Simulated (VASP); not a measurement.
The system is PbO.

```
CELL_PARAMETERS angstrom
4.01642 0.00000 0.00000
0.00000 4.01642 0.00000
0.00000 0.00000 5.04318
ATOMIC_POSITIONS crystal
Pb 0.50000 0.00000 0.76000
Pb 0.00000 0.50000 0.24000
O 0.50000 0.50000 0.00000
O 0.00000 0.00000 0.00000
```

Base run:

```yaml
Program: VASP 6.6.1
Functional: PBEsol
Potentials_or_basis: VASP PAW PBE potentials, release 64 (Pb_d, O)
Cutoff: 600 eV
k_mesh: 7 × 7 × 6
Occupations: fermi-dirac, width 0.05 eV
Spin: no spin polarisation
```

Its results: band gap on the k mesh 1.40 eV (least direct gap 2.26 eV); pressure -2.4 GPa; largest force 0.537 eV/Å.

Task: The run is repeated on the same cell with these changes: functional from PBEsol to BLYP. What comes out?

Result: Band gap on the k mesh 1.54 eV (least direct gap 2.42 eV); pressure 5.1 GPa; largest force 0.060 eV/Å.

BLYP binds less tightly than PBEsol, so the same cell stands under more pressure.

Caveats: the PAW data sets were made with another functional, which shifts forces and pressure a little; spin-orbit coupling is left out, which moves the levels of the heavy elements; an odd mesh through Γ misses points on the zone boundary, where band edges can lie; the cell stands under pressure (at least some runs).
